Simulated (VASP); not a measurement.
# Si (Fd-3m) in VASP: a series of runs

Si is run at these levels: LDA; tasks: single point.

All numbers are computed with VASP 6.6.1; they aren't measurements. Logs are shortened: lines on timing, memory, paths and dates and some standing lists are left out, and cuts for length are marked.

### 1 The cell of the first run

Symmetry: Fd-3m, No. 227, cubic system. Conventional cell: a = 5.403 Å, b = 5.403 Å, c = 5.403 Å, α = 90.00°, β = 90.00°, γ = 90.00°. Si (site symmetry -43m) has 4 Si at 2.34 Å within 3.1 Å.

### 2 Single point, LDA

The input, INCAR:

```
ALGO = Normal
EDIFF = 1E-6
ENCUT = 520
ISIF = 2
ISMEAR = 1
LASPH = T
LCHARG = F
LREAL = F
LWAVE = F
NBANDS = 11
NELM = 80
PREC = Accurate
SIGMA = 0.03
```

The input, KPOINTS:

```
k-points
0
Gamma
  10 10 10
```

The input, POSCAR:

```
Si
1.0
    0.0000000000      2.7016643793      2.7016643793
    2.7016643793      0.0000000000      2.7016643793
    2.7016643793      2.7016643793      0.0000000000
Si
2
Direct
    0.5000000000      0.5000000000      0.5000000000
    0.7500000000      0.7500000000      0.7500000000
```

Potentials or basis: VASP PAW LDA potentials, release 64 (Si).

Run with:

```sh
> cat potpaw_LDA.64/Si/POTCAR > POTCAR
> mpirun -np 1 vasp_std > vasp.out
```

OUTCAR:

```text
EDIFF = 1E-6
   ENCUT = 520
   ISIF = 2
   ISMEAR = 1
   LASPH = T
   LREAL = F
   NELM = 80
   PREC = Accurate

 ion  position               nearest neighbor table
   1  0.500  0.500  0.500-   2 2.34   2 2.34   2 2.34   2 2.34
   2  0.750  0.750  0.750-   1 2.34   1 2.34   1 2.34   1 2.34

  LATTYP: Found a face centered cubic cell.
 ALAT       =     5.4033287586

  Lattice vectors:

 A1 = (   0.0000000000,   2.7016643793,   2.7016643793)
 A2 = (   2.7016643793,   0.0000000000,   2.7016643793)
 A3 = (   2.7016643793,   2.7016643793,   0.0000000000)

Analysis of symmetry for initial positions (statically):
=====================================================================
 Subroutine PRICEL returns:
 Original cell was already a primitive cell.

 Routine SETGRP: Setting up the symmetry group for a
 face centered cubic supercell.

 Subroutine GETGRP returns: Found 48 space group operations
 (whereof 24 operations were pure point group operations)
 out of a pool of 48 trial point group operations.

The static configuration has the point symmetry T_d .
 The point group associated with its full space group is O_h .

Analysis of symmetry for dynamics (positions and initial velocities):
=====================================================================
 Subroutine PRICEL returns:
 Original cell was already a primitive cell.

 Routine SETGRP: Setting up the symmetry group for a
 face centered cubic supercell.

 Subroutine GETGRP returns: Found 48 space group operations
 (whereof 24 operations were pure point group operations)
 out of a pool of 48 trial point group operations.

The dynamic configuration has the point symmetry T_d .
 The point group associated with its full space group is O_h .

 Subroutine INISYM returns: Found 48 space group operations
 (whereof 24 operations are pure point group operations),
 and found     1 'primitive' translations

----------------------------------------------------------------------------------------

                                     Primitive cell

  volume of cell :      39.4388

  direct lattice vectors                    reciprocal lattice vectors
     0.000000000  2.701664379  2.701664379    -0.185071101  0.185071101  0.185071101
     2.701664379  0.000000000  2.701664379     0.185071101 -0.185071101  0.185071101
     2.701664379  2.701664379  0.000000000     0.185071101  0.185071101 -0.185071101

  length of vectors
     3.820730406  3.820730406  3.820730406     0.320552549  0.320552549  0.320552549

  position of ions in fractional coordinates (direct lattice)
[... 82 lines left out ...]
   NSW    =      0    number of steps for IOM
   IBRION =     -1    ionic relax: 0-MD 1-quasi-New 2-CG
   NFREE  =      0    steps in history (QN), initial steepest desc. (CG)
   ISIF   =      2    stress and relaxation
   ISYM   =      2    0-nonsym 1-usesym 2-fastsym
   POTIM  = 0.5000    time-step for ionic-motion
   TEBEG  =    0.0;   TEEND  =   0.0 temperature during run
   PSTRESS=    0.0 pullay stress
   NELECT =       8.0000    total number of electrons
   NUPDOWN=      -1.0000    fix difference up-down
   EMIN   =  10.00;   EMAX   =-10.00  energy-range for DOS
   EFERMI =   0.00;   METHOD = LEGACY
   ISMEAR =     1;   SIGMA  =   0.03  broadening in eV -4-tet -1-fermi 0-gaus
   EFERMI_NEDOS =   21; number of points for ismear=-14 and -15
   IALGO  =     38    algorithm
   IMIX   =      4    mixing-type and parameters
     AMIX     =   0.40;   BMIX     =  1.00
     AMIX_MAG =   1.60;   BMIX_MAG =  1.00
  volume/ion in A,a.u.               =      19.72       133.07
  Fermi-wavevector in a.u.,A,eV,Ry     =   0.961900  1.817728 12.588822  0.925252
  Thomas-Fermi vector in A             =   2.091313
   LORBIT       =      0    0 simple, 1 ext, 2 COOP (PROOUT), +10 PAW based schemes
   GGA     = CA    functional components
   LHFCALC =     F    Hartree Fock is set to
   AEXX    =    0.0000 exact exchange contribution
   IVDW    =     0    specifies the selected vdW correction
   LEPSILON=     F    determine dielectric tensor
   LRPA    =     F    only Hartree local field effects (RPA)
 non-spin polarized calculation
 Methfessel and Paxton  Order N= 1 SIGMA  =   0.03
  energy-cutoff  :      520.00
  volume of cell :       39.44
 maximum number of plane-waves:      1073
   NGX = 15   NGY = 15   NGZ = 15

 number of electron       8.0000001 magnetization

 Free energy of the ion-electron system (eV)
  ---------------------------------------------------
  ext. energy  EPLUGINS =         0.00000000
  ---------------------------------------------------
  free energy    TOTEN  =       -11.91908249 eV

  energy without entropy =      -11.91908770  energy(sigma->0) =      -11.91908423

 E-fermi :   5.9508     XC(G=0):  -9.6627

 val. band max:        5.9255282201   @ k =   0.0000   0.0000   0.0000
 cond. band min:       6.3793807956   @ k =   0.4000   0.4000   0.0000
 fundamental gap:      0.4538525755
 Fermi energy:         5.9507846828

 k-point     1 :       0.0000    0.0000    0.0000
  band No.  band energies     occupation
      1      -6.1358      2.00000
      2       5.9255      2.00000
      3       5.9255      2.00000
      4       5.9255      2.00000
      5       8.4561      0.00000
      6       8.4561      0.00000
      7       8.4561      0.00000
      8       9.3089      0.00000
      9      13.6611      0.00000
     10      13.6611      0.00000
     11      13.6676      0.00000
[... 309 lines left out ...]
 k-point    24 :       0.4000    0.3000    0.0000
  band No.  band energies     occupation
      1      -3.9442      2.00000
      2       0.4842      2.00000
      3       3.0135      2.00000
      4       3.4553      2.00000
      5       6.8640      0.00000
      6       8.0581      0.00000
      7      12.8716      0.00000
      8      12.9878      0.00000
      9      16.4290      0.00000
     10      16.7076      0.00000
     11      18.0187      0.00000

 [... further k-points ...]
[... 5 lines left out ...]
  --------------------------------------------------------------------------------------
  -------------------------------------------------------------------------------------
  Total       -0.0065418     -0.0065418     -0.0065418      0.0000000      0.0000000      0.0000000
  in kB       -0.2657578     -0.2657578     -0.2657578      0.0000000      0.0000000      0.0000000
  external PRESSURE =      -0.2657578 kB  Pullay stress =       0.0000000 kB

 VOLUME and BASIS-vectors are now :
 -----------------------------------------------------------------------------
  energy-cutoff  :      520.00
  volume of cell :       39.44
      direct lattice vectors                 reciprocal lattice vectors
     0.000000000  2.701664379  2.701664379    -0.185071101  0.185071101  0.185071101
     2.701664379  0.000000000  2.701664379     0.185071101 -0.185071101  0.185071101
     2.701664379  2.701664379  0.000000000     0.185071101  0.185071101 -0.185071101

 POSITION                                       TOTAL-FORCE (eV/Angst)
 -----------------------------------------------------------------------------------
      2.70166      2.70166      2.70166        -0.000000     -0.000000     -0.000000
      4.05250      4.05250      4.05250         0.000000      0.000000      0.000000
 -----------------------------------------------------------------------------------
    total drift:                                0.000000      0.000000     -0.000000

  FREE ENERGIE OF THE ION-ELECTRON SYSTEM (eV)
  ---------------------------------------------------
  free  energy   TOTEN  =       -11.9190824858 eV

  energy  without entropy=      -11.9190877039  energy(sigma->0) =      -11.91908423
```

OSZICAR:

```text
N       E                     dE             d eps       ncg     rms          rms(c)
DAV:   1     0.722301791931E+01    0.72230E+01   -0.34319E+03  1034   0.597E+02
DAV:   2    -0.116439673127E+02   -0.18867E+02   -0.18173E+02  1374   0.861E+01
DAV:   3    -0.121861458136E+02   -0.54218E+00   -0.54090E+00  1341   0.132E+01
DAV:   4    -0.121902652259E+02   -0.41194E-02   -0.41186E-02  1232   0.144E+00
DAV:   5    -0.121903081508E+02   -0.42925E-04   -0.42925E-04  1298   0.136E-01    0.511E+00
DAV:   6    -0.120033371521E+02    0.18697E+00   -0.10916E-01  1183   0.131E+00    0.306E+00
DAV:   7    -0.119189268790E+02    0.84410E-01   -0.19269E-01  1186   0.179E+00    0.242E-01
DAV:   8    -0.119191025139E+02   -0.17563E-03   -0.80416E-03  1175   0.490E-01    0.829E-02
DAV:   9    -0.119190774990E+02    0.25015E-04   -0.21603E-04  1269   0.790E-02    0.630E-02
DAV:  10    -0.119190826513E+02   -0.51523E-05   -0.16142E-05  1227   0.234E-02    0.274E-02
DAV:  11    -0.119190824858E+02    0.16558E-06   -0.92215E-07   805   0.514E-03
   1 F= -.11919082E+02 E0= -.11919084E+02  d E =0.521812E-05
```

stdout:

```text
POSCAR found type information on POSCAR Si
 POSCAR found :  1 types and       2 ions
 scaLAPACK will be used
 LDA part: xc-table for (Slater(with rela. corr.)+CA(PZ))
 , standard interpolation
 POSCAR, INCAR and KPOINTS ok, starting setup
 FFT: planning ... GRIDC
 FFT: planning ... GRID_SOFT
 FFT: planning ... GRID
 WAVECAR not read
 entering main loop
```

Run time: 29 s. Hardware: 1 thread of AMD EPYC 7R13, shared host; peak memory 0.11 GiB.

What came out:

- Free energy: -11.9191 eV
- Pressure: 0.0 GPa
- Band gap on the k mesh: 0.45 eV, indirect (least direct gap 2.53 eV)

### 3 Single point, LDA

The input, INCAR:

```
SYSTEM = Si
PREC = Accurate ; ENCUT = 520
EDIFF = 1E-6 ; ISMEAR = 1
SIGMA = 0.1 ; LREAL = .False.
LASPH = .True. ; NELM = 80
ALGO = Normal ; ISIF = 2
LWAVE = .False. ; LCHARG = .True.
GGA = CA ; LELF = .True.
LVHAR = .True. ; NBANDS = 11
```

The input, KPOINTS:

```
Automatic mesh
0
Gamma
  10 10 10
  0 0 0
```

POSCAR is that of step 2.

Potentials or basis: VASP PAW LDA potentials, release 64 (Si).

Run with:

```sh
> cat potpaw_LDA.64/Si/POTCAR > POTCAR
> mpirun -np 1 vasp_std > vasp.out
```

It took 33 s on 1 thread of AMD EPYC 7R13, shared host; peak memory 0.11 GiB.

Results (log left out):

| Item | Value |
| --- | --- |
| Free energy | -11.9191 eV |
| Pressure | 0.0 GPa |
| Band gap on the k mesh | 0.45 eV, indirect (least direct gap 2.53 eV) |

Levels at points of the mesh, in eV from the valence-band top:
| k point | band 2 | band 3 | band 4 | band 5 | band 6 | band 7 |
| --- | --- | --- | --- | --- | --- | --- |
| (0.00, 0.00, 0.00) | 0.00 | 0.00 | 0.00 | 2.53 | 2.53 | 2.53 |
| (0.50, 0.00, 0.00) | -7.06 | -1.21 | -1.21 | 1.48 | 3.29 | 3.29 |
| (0.50, 0.50, 0.00) | -7.86 | -2.89 | -2.89 | 0.58 | 0.58 | 10.11 |

A k mesh can miss the band edges.
